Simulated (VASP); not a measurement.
# GaAg2P (P4/mmm) in VASP: a series of runs

GaAg2P is run at these levels: PBE; tasks: single point, relaxation of cell and atoms.

Program: VASP 6.6.1. These are calculated values, not measurements. Logs are shortened: lines on timing, memory, paths and dates and some standing lists are left out, and cuts for length are marked.

### 1 The cell of the first run

It takes space group P4/mmm (No. 123, tetragonal). The conventional cell has a = 5.097 Å, b = 5.097 Å, c = 2.865 Å, α = 90.00°, β = 90.00°, γ = 90.00°. Within 3.8 Å of Ga (site symmetry 4/mmm) lie 2 Ga at 2.87 Å and 8 Ag at 2.92 Å. Ag (site symmetry mmm) has 2 P at 2.55 Å and 2 Ag at 2.87 Å and 4 Ga at 2.92 Å within 3.4 Å. Within 3.4 Å of P (site symmetry 4/mmm) lie 4 Ag at 2.55 Å and 2 P at 2.87 Å.

### 2 Single point, PBE

The input, INCAR:

```
SYSTEM = GaAg2P
PREC = Accurate ; ENCUT = 520
EDIFF = 1E-6 ; ISMEAR = 0
SIGMA = 0.2 ; LREAL = .False.
LASPH = .True. ; NELM = 60
ALGO = Normal ; ISIF = 2
LWAVE = .False. ; LCHARG = .True.
GGA = PE ; LELF = .True.
LVHAR = .True. ; NBANDS = 50
```

The input, KPOINTS:

```
Automatic mesh
0
Gamma
  4 4 4
  0 0 0
```

The input, POSCAR:

```
GaAg2P
1.0
    5.0969960897      0.0000000000      0.0000000000
    0.0000000000      5.0969960897      0.0000000000
    0.0000000000      0.0000000000      5.7301380281
Ga Ag P
2 4 2
Direct
    0.0000000000      0.0000000000      0.0000000000
    0.0000000000      0.0000000000      0.5000000000
    0.5000000000      0.0000000000      0.2500000000
    0.5000000000      0.0000000000      0.7500000000
    0.0000000000      0.5000000000      0.2500000000
    0.0000000000      0.5000000000      0.7500000000
    0.5000000000      0.5000000000      0.2500000000
    0.5000000000      0.5000000000      0.7500000000
```

Potentials or basis: VASP PAW PBE potentials, release 64 (Ga_d, Ag, P).

Run with:

```console
> cat potpaw_PBE.64/Ga_d/POTCAR potpaw_PBE.64/Ag/POTCAR potpaw_PBE.64/P/POTCAR > POTCAR
> mpirun -np 1 vasp_std > vasp.out
```

OUTCAR:

```text
SYSTEM = GaAg2P
   PREC = Accurate
   ENCUT = 520
   EDIFF = 1E-6
   ISMEAR = 0
   LREAL = .False.
   LASPH = .True.
   NELM = 60
   ISIF = 2
   GGA = PE

 ion  position               nearest neighbor table
   1  0.000  0.000  0.000-   2 2.87   2 2.87   4 2.92   5 2.92   6 2.92   3 2.92   5 2.92   6 2.92
                             3 2.92   4 2.92
   2  0.000  0.000  0.500-   1 2.87   1 2.87   4 2.92   5 2.92   6 2.92   3 2.92   5 2.92   6 2.92
                             3 2.92   4 2.92
   3  0.500  0.000  0.250-   7 2.55   7 2.55   4 2.87   4 2.87   1 2.92   2 2.92   1 2.92   2 2.92
                             5 3.60   5 3.60   5 3.60   5 3.60
   4  0.500  0.000  0.750-   8 2.55   8 2.55   3 2.87   3 2.87   1 2.92   2 2.92   1 2.92   2 2.92
                             6 3.60   6 3.60   6 3.60   6 3.60
   5  0.000  0.500  0.250-   7 2.55   7 2.55   6 2.87   6 2.87   1 2.92   1 2.92   2 2.92   2 2.92
                             3 3.60   3 3.60   3 3.60   3 3.60
   6  0.000  0.500  0.750-   8 2.55   8 2.55   5 2.87   5 2.87   1 2.92   1 2.92   2 2.92   2 2.92
                             4 3.60   4 3.60   4 3.60   4 3.60
   7  0.500  0.500  0.250-   3 2.55   5 2.55   3 2.55   5 2.55   8 2.87   8 2.87
   8  0.500  0.500  0.750-   4 2.55   6 2.55   4 2.55   6 2.55   7 2.87   7 2.87

  LATTYP: Found a simple tetragonal cell.
 ALAT       =     5.0969960897
 C/A-ratio  =     1.1242186431

  Lattice vectors:

 A1 = (   5.0969960897,   0.0000000000,   0.0000000000)
 A2 = (   0.0000000000,   5.0969960897,   0.0000000000)
 A3 = (   0.0000000000,   0.0000000000,   5.7301380281)

Analysis of symmetry for initial positions (statically):
=====================================================================
 Subroutine PRICEL returns following result:

  LATTYP: Found a simple tetragonal cell.
 ALAT       =     5.0969960897
 C/A-ratio  =     0.5621093216

  Lattice vectors:

 A1 = (   5.0969960897,   0.0000000000,   0.0000000000)
 A2 = (   0.0000000000,   5.0969960897,   0.0000000000)
 A3 = (   0.0000000000,   0.0000000000,   2.8650690140)

   2 primitive cells build up your supercell.

 Routine SETGRP: Setting up the symmetry group for a
 simple tetragonal supercell.

 Subroutine GETGRP returns: Found 16 space group operations
 (whereof 16 operations were pure point group operations)
 out of a pool of 16 trial point group operations.

The static configuration has the point symmetry D_4h.

Analysis of symmetry for dynamics (positions and initial velocities):
=====================================================================
 Subroutine PRICEL returns following result:

  LATTYP: Found a simple tetragonal cell.
 ALAT       =     5.0969960897
 C/A-ratio  =     0.5621093216

  Lattice vectors:

 A1 = (   5.0969960897,   0.0000000000,   0.0000000000)
 A2 = (   0.0000000000,   5.0969960897,   0.0000000000)
 A3 = (   0.0000000000,   0.0000000000,   2.8650690140)

   2 primitive cells build up your supercell.

 Routine SETGRP: Setting up the symmetry group for a
 simple tetragonal supercell.

 Subroutine GETGRP returns: Found 16 space group operations
 (whereof 16 operations were pure point group operations)
 out of a pool of 16 trial point group operations.

The dynamic configuration has the point symmetry D_4h.

 Subroutine INISYM returns: Found 16 space group operations
 (whereof 16 operations are pure point group operations),
 and found     2 'primitive' translations

----------------------------------------------------------------------------------------

                                     Primitive cell

  volume of cell :      74.4327

  direct lattice vectors                    reciprocal lattice vectors
     5.096996090  0.000000000  0.000000000     0.196193990  0.000000000  0.000000000
     0.000000000  5.096996090  0.000000000     0.000000000  0.196193990  0.000000000
     0.000000000  0.000000000  2.865069014     0.000000000  0.000000000  0.349031732

  length of vectors
     5.096996090  5.096996090  2.865069014     0.196193990  0.196193990  0.349031732

  position of ions in fractional coordinates (direct lattice)
     0.000000000  0.000000000  0.000000000
     0.500000000  0.000000000  0.500000000
     0.000000000  0.500000000  0.500000000
     0.500000000  0.500000000  0.500000000

  ion indices of the primitive-cell ions
   primitive index   ion index
                 1           1
                 2           3
                 3           5
                 4           7

----------------------------------------------------------------------------------------

 KPOINTS: Automatic mesh

Automatic generation of k-mesh.
 Grid dimensions read from file:
 generate k-points for:    4    4    4

 Generating k-lattice:

  Cartesian coordinates                     Fractional coordinates (reciprocal lattice)
     0.049048498  0.000000000  0.000000000     0.250000000  0.000000000  0.000000000
     0.000000000  0.049048498  0.000000000     0.000000000  0.250000000  0.000000000
     0.000000000  0.000000000  0.043628966     0.000000000  0.000000000  0.250000000

  Length of vectors
     0.049048498  0.049048498  0.043628966

  Shift w.r.t. Gamma in fractional coordinates (k-lattice)
     0.000000000  0.000000000  0.000000000

 Subroutine IBZKPT returns following result:
 ===========================================

 Found     18 irreducible k-points:

 Following reciprocal coordinates:
            Coordinates               Weight
  0.000000  0.000000  0.000000      1.000000
  0.250000  0.000000  0.000000      4.000000
  0.500000  0.000000  0.000000      2.000000
  0.250000  0.250000  0.000000      4.000000
  0.500000  0.250000  0.000000      4.000000
  0.500000  0.500000  0.000000      1.000000
[... 10 lines left out ...]
  0.500000  0.250000  0.500000      4.000000
  0.500000  0.500000  0.500000      1.000000
   k-points           NKPTS =     18   k-points in BZ     NKDIM =     18   number of bands    NBANDS=     50
   number of dos      NEDOS =    301   number of ions     NIONS =      8
   total plane-waves  NPLWV =  76800
   dimension x,y,z NGX =    40 NGY =   40 NGZ =   48
   dimension x,y,z NGXF=    80 NGYF=   80 NGZF=   96
   ions per type =               2   4   2
   NGX,Y,Z   is equivalent  to a cutoff of  13.05, 13.05, 13.93 a.u.
   NGXF,Y,Z  is equivalent  to a cutoff of  26.09, 26.09, 27.85 a.u.
 SYSTEM =  GaAg2P
   PREC   = accura    normal or accurate (medium, high low for compatibility)
   ISTART =      0    job   : 0-new  1-cont  2-samecut
   ICHARG =      2    charge: 1-file 2-atom 10-const
   ISPIN  =      1    spin polarized calculation?
   LNONCOLLINEAR =      F non collinear calculations
   LSORBIT =      F    spin-orbit coupling
   LASPH  =      T    aspherical Exc in radial PAW
   ENCUT  =  520.0 eV  38.22 Ry    6.18 a.u.   9.48  9.48 10.65*2*pi/ulx,y,z
   NELM   =     60;   NELMIN=  2; NELMDL= -5     # of ELM steps
   EDIFF  = 0.1E-05   stopping-criterion for ELM
   LREAL  =      F    real-space projection
   EDIFFG = 0.1E-04   stopping-criterion for IOM
   NSW    =      0    number of steps for IOM
   IBRION =     -1    ionic relax: 0-MD 1-quasi-New 2-CG
   NFREE  =      0    steps in history (QN), initial steepest desc. (CG)
   ISIF   =      2    stress and relaxation
   ISYM   =      2    0-nonsym 1-usesym 2-fastsym
   POTIM  = 0.5000    time-step for ionic-motion
   TEBEG  =    0.0;   TEEND  =   0.0 temperature during run
   PSTRESS=    0.0 pullay stress
   NELECT =      80.0000    total number of electrons
   NUPDOWN=      -1.0000    fix difference up-down
   EMIN   =  10.00;   EMAX   =-10.00  energy-range for DOS
   EFERMI =   0.00;   METHOD = LEGACY
   ISMEAR =     0;   SIGMA  =   0.20  broadening in eV -4-tet -1-fermi 0-gaus
   EFERMI_NEDOS =   21; number of points for ismear=-14 and -15
   IALGO  =     38    algorithm
   IMIX   =      4    mixing-type and parameters
     AMIX     =   0.40;   BMIX     =  1.00
     AMIX_MAG =   1.60;   BMIX_MAG =  1.00
  volume/ion in A,a.u.               =      18.61       125.57
  Fermi-wavevector in a.u.,A,eV,Ry     =   1.330986  2.515199 24.103056  1.771525
  Thomas-Fermi vector in A             =   2.460032
   LORBIT       =      0    0 simple, 1 ext, 2 COOP (PROOUT), +10 PAW based schemes
   GGA     = PE    functional components
   LHFCALC =     F    Hartree Fock is set to
   AEXX    =    0.0000 exact exchange contribution
   IVDW    =     0    specifies the selected vdW correction
   LEPSILON=     F    determine dielectric tensor
   LRPA    =     F    only Hartree local field effects (RPA)
 non-spin polarized calculation
 Gauss-broadening in eV      SIGMA  =   0.20
  energy-cutoff  :      520.00
  volume of cell :      148.87
 maximum number of plane-waves:      4047
 NGX is ok and might be reduce to    40

 number of electron      79.9999997 magnetization

 Free energy of the ion-electron system (eV)
  ---------------------------------------------------
  ext. energy  EPLUGINS =         0.00000000
  ---------------------------------------------------
  free energy    TOTEN  =       -25.51317531 eV

  energy without entropy =      -25.42036023  energy(sigma->0) =      -25.46676777

 E-fermi :   6.8105     XC(G=0): -11.1455

 val. band max:        6.7586127792   @ k =   0.5000   0.5000   0.0000
 cond. band min:       6.8248948768   @ k =   0.5000   0.2500   0.5000
 fundamental gap:      0.0662820976
 Fermi energy:         6.8104668337

 k-point     1 :       0.0000    0.0000    0.0000
  band No.  band energies     occupation
      1      -8.3638      2.00000
      2      -8.2645      2.00000
      3      -8.2645      2.00000
      4      -8.2179      2.00000
      5      -8.1880      2.00000
      6      -8.1853      2.00000
[... 42 lines left out ...]
     49      11.5202      0.00000
     50      12.7578      0.00000

 k-point     2 :       0.2500    0.0000    0.0000
  band No.  band energies     occupation
      1      -8.3630      2.00000
      2      -8.2705      2.00000
      3      -8.2648      2.00000
      4      -8.2142      2.00000
      5      -8.1902      2.00000
      6      -8.1850      2.00000
[... 840 lines left out ...]
 k-point    18 :       0.5000    0.5000    0.5000
  band No.  band energies     occupation
      1      -8.2115      2.00000
      2      -8.2115      2.00000
      3      -8.2059      2.00000
      4      -8.2059      2.00000
      5      -8.2059      2.00000
      6      -8.2059      2.00000
[... 42 lines left out ...]
     49      13.4827      0.00000
     50      13.4830      0.00000

------------------------ aborting loop because EDIFF is reached ----------------------------------------

  FORCE on cell =-STRESS in cart. coord.  units (eV):
  Direction    XX          YY          ZZ          XY          YZ          ZX
  --------------------------------------------------------------------------------------
  -------------------------------------------------------------------------------------
  Total       -0.2229992     -0.2229992      0.7963391      0.0000000      0.0000000      0.0000000
  in kB       -2.4000493     -2.4000493      8.5706738      0.0000000      0.0000000      0.0000000
  external PRESSURE =       1.2568584 kB  Pullay stress =       0.0000000 kB

 VOLUME and BASIS-vectors are now :
 -----------------------------------------------------------------------------
  energy-cutoff  :      520.00
  volume of cell :      148.87
      direct lattice vectors                 reciprocal lattice vectors
     5.096996090  0.000000000  0.000000000     0.196193990  0.000000000  0.000000000
     0.000000000  5.096996090  0.000000000     0.000000000  0.196193990  0.000000000
     0.000000000  0.000000000  5.730138028     0.000000000  0.000000000  0.174515866

 POSITION                                       TOTAL-FORCE (eV/Angst)
 -----------------------------------------------------------------------------------
      0.00000      0.00000      0.00000         0.000000     -0.000000      0.000000
      0.00000      0.00000      2.86507         0.000000     -0.000000      0.000000
      2.54850      0.00000      1.43253         0.000000      0.000000     -0.000000
      2.54850      0.00000      4.29760         0.000000      0.000000      0.000000
      0.00000      2.54850      1.43253         0.000000      0.000000     -0.000000
      0.00000      2.54850      4.29760         0.000000      0.000000      0.000000
      2.54850      2.54850      1.43253         0.000000      0.000000     -0.000000
      2.54850      2.54850      4.29760         0.000000      0.000000     -0.000000
 -----------------------------------------------------------------------------------
    total drift:                               -0.000000      0.000000     -0.000000

  FREE ENERGIE OF THE ION-ELECTRON SYSTEM (eV)
  ---------------------------------------------------
  free  energy   TOTEN  =       -25.5131753059 eV

  energy  without entropy=      -25.4203602259  energy(sigma->0) =      -25.46676777
```

Wall time 1.8 min (1 thread of Intel Xeon 6975P-C (Granite Rapids), shared host); peak memory 0.31 GiB.

Results:

| Quantity | Value |
| --- | --- |
| Free energy | -25.5132 eV |
| Pressure | 0.1 GPa |
| Band gap on the k mesh | zero (band 40 reaches 7.51 eV, above the bottom of band 41 at 6.14 eV) |

### 3 Relaxation of cell and atoms, PBE

This run uses another cell than the first one: it holds 4 atoms, not 8.

The input, INCAR:

```
PREC = Accurate ; ENCUT = 600
EDIFF = 1E-7 ; ISMEAR = 0
SIGMA = 0.1 ; LREAL = F
LASPH = T ; NELM = 100
ALGO = Normal ; ISIF = 3
LWAVE = F ; LCHARG = F
GGA = PE ; IBRION = 2
NSW = 90 ; EDIFFG = -0.04
```

The input, KPOINTS:

```
regular mesh
0
Gamma
  4 4 4
```

The input, POSCAR:

```
GaAg2P
1.0
    3.8361851300      0.0000000000      0.0000000000
    0.0000000000      3.8361851300      0.0000000000
    0.0000000000      0.0000000000      5.2211637900
Ga Ag P
1 2 1
Direct
    0.0000000000      0.0000000000      0.0000000000
    0.5000000000      0.0000000000      0.5000000000
    0.0000000000      0.5000000000      0.5000000000
    0.5000000000      0.5000000000      0.5000000000
```

Potentials or basis: VASP PAW PBE potentials, release 64 (Ga_d, Ag, P).

Run with:

```console
> cat potpaw_PBE.64/Ga_d/POTCAR potpaw_PBE.64/Ag/POTCAR potpaw_PBE.64/P/POTCAR > POTCAR
> mpirun -np 1 vasp_std > vasp.out
```

It took 8.7 min on 1 thread of Intel Xeon 6975P-C (Granite Rapids), shared host; peak memory 0.23 GiB.

Results (log left out):

```
Free energy                            : -12.6592 eV
Relaxed volume                         : 19.18 Å³/atom
Relaxed cell                           : a = 4.959 Å, b = 4.959 Å, c = 3.119 Å, α = 90.00°, β = 90.00°, γ = 90.00°
Space group after relaxing (to 0.05 Å) : P4/mmm (No. 123)
Energy gained by relaxing              : 2112.1 meV/atom
Ionic steps                            : 28
Pressure after relaxing                : 0.2 GPa
Band gap on the k mesh                 : zero (band 20 reaches 9.71 eV, above the bottom of band 21 at 5.76 eV)
```

Stress tensor (GPa, compression positive):
```
0.28 0.00 0.00
0.00 0.28 0.00
0.00 0.00 0.02
```

The path:
| step | energy change (eV) | largest force (eV/Å) | pressure (GPa) | volume (Å³) |
| --- | --- | --- | --- | --- |
| 1 | 0.0000 | 0.0000 | 69.87 | 76.84 |
| 2 | -3.8102 | 0.0000 | -6.39 | 199.45 |
| 3 | -7.7130 | 0.0000 | -3.57 | 121.81 |
| 4 | -7.7721 | 0.0000 | -2.66 | 118.93 |
| 5 | -7.8071 | 0.0000 | -0.53 | 113.99 |
| 6 | -7.8081 | 0.0000 | -0.93 | 114.80 |
| 7 | -7.8471 | 0.0000 | -0.89 | 112.61 |
| 8 | -7.9492 | 0.0000 | -0.65 | 105.98 |
| 9 | -8.0960 | 0.0000 | 0.41 | 92.54 |
| 10 | -7.9667 | 0.0000 | 16.01 | 64.97 |
| 11 | -8.1106 | 0.0000 | 0.99 | 89.36 |
| 12 | -8.1156 | 0.0000 | 1.72 | 86.59 |
| 13 | -8.1609 | 0.0000 | -0.65 | 87.72 |
| 14 | -8.1480 | 0.0000 | -6.48 | 90.04 |
| 15 | -8.2070 | 0.0000 | -2.95 | 88.66 |
| 16 | -8.2125 | 0.0000 | -4.14 | 89.13 |
| 17 | -8.2123 | 0.0000 | -3.54 | 88.90 |
| 18 | -8.2229 | 0.0000 | -3.87 | 88.71 |
| 19 | -8.2325 | 0.0000 | -4.34 | 88.45 |
| 20 | -8.2426 | 0.0000 | -5.20 | 87.86 |
| 21 | -8.2855 | 0.0000 | -5.00 | 86.32 |
| 22 | -8.3883 | 0.0000 | -3.69 | 81.73 |
| 23 | -8.3517 | 0.0000 | 1.96 | 72.53 |
| 24 | -8.4188 | 0.0000 | -2.12 | 78.46 |
| 25 | -8.4203 | 0.0000 | -1.68 | 77.67 |
| 26 | -8.4301 | 0.0000 | -1.34 | 77.48 |
| 27 | -8.4478 | 0.0000 | -0.20 | 76.89 |
| 28 | -8.4482 | 0.0000 | 0.19 | 76.71 |

Final structure:
```
CELL_PARAMETERS angstrom
4.95889 0.00000 0.00000
0.00000 4.95889 0.00000
0.00000 0.00000 3.11948
ATOMIC_POSITIONS crystal
Ga 0.00000 0.00000 0.00000
Ag 0.50000 0.00000 0.50000
Ag 0.00000 0.50000 0.50000
P 0.50000 0.50000 0.50000
```

Levels at points of the mesh, in eV from the Fermi level:
```tsv
k point	band 17	band 18	band 19	band 20	band 21	band 22	band 23	band 24
(0.00, 0.00, 0.00)	-3.73	-3.73	-2.75	-0.41	0.68	0.68	2.11	3.61
(0.50, 0.00, 0.00)	-4.53	-2.13	-1.86	-1.24	-0.50	2.64	5.39	5.60
(0.50, 0.50, 0.00)	-4.38	-3.75	-3.75	3.07	3.70	3.70	5.35	6.06
(0.00, 0.00, 0.50)	-3.32	-2.42	-1.86	-1.86	-0.43	3.64	3.64	3.74
(0.50, 0.00, 0.50)	-3.06	-2.71	-2.55	-1.00	0.98	1.48	2.60	3.11
(0.50, 0.50, 0.50)	-2.69	-1.68	-1.54	-0.88	-0.88	-0.82	-0.82	7.24
```

Caveat: the k points lie up to 0.50 Å⁻¹ apart in the final cell.
